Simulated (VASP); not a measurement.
Tl: single point with r2SCAN

The system is Tl.

```
CELL_PARAMETERS angstrom
3.53901 0.00000 0.00000
-1.76951 3.06487 0.00000
0.00000 0.00000 5.56249
ATOMIC_POSITIONS crystal
Tl 0.33333 0.66667 0.25000
Tl 0.66667 0.33333 0.75000
```

| Item | Value |
| --- | --- |
| Program | VASP 6.6.1 |
| Task | single point |
| Functional | r2SCAN |
| Potentials or basis | VASP PAW PBE potentials, release 64 (Tl_d) |
| Cutoff | 520 eV |
| k mesh | 15 × 15 × 8 |
| Occupations | fermi-dirac, width 0.1 eV |
| Spin | no spin polarisation |

```yaml
Pressure: -0.1 GPa
Band_gap_on_the_k_mesh: zero (bands 13 and 14 overlap by 5.68 eV)
```

Stress tensor (GPa, compression positive):
```
-0.02  0.00  0.00
 0.00 -0.02  0.00
 0.00  0.00 -0.16
```

Levels at points of the mesh, in eV from the Fermi level:
```tsv
k point	band 9	band 10	band 11	band 12	band 13	band 14	band 15	band 16	band 17	band 18
(0.00, 0.00, 0.00)	-11.69	-11.69	-10.13	-5.28	-2.66	7.61	7.61	9.70	9.70	10.65
(0.00, 0.00, 0.50)	-11.79	-11.79	-8.69	-8.69	3.51	3.51	8.60	8.60	8.60	8.60
```

It took 3.8 min on 1 thread of Intel(R) Xeon(R) 6975P-C (Granite Rapids) (shared host), peak memory 0.27 GiB.

Caveat: the PAW data sets were made with another functional, which shifts forces and pressure a little; spin-orbit coupling is left out, which moves the levels of the heavy elements.
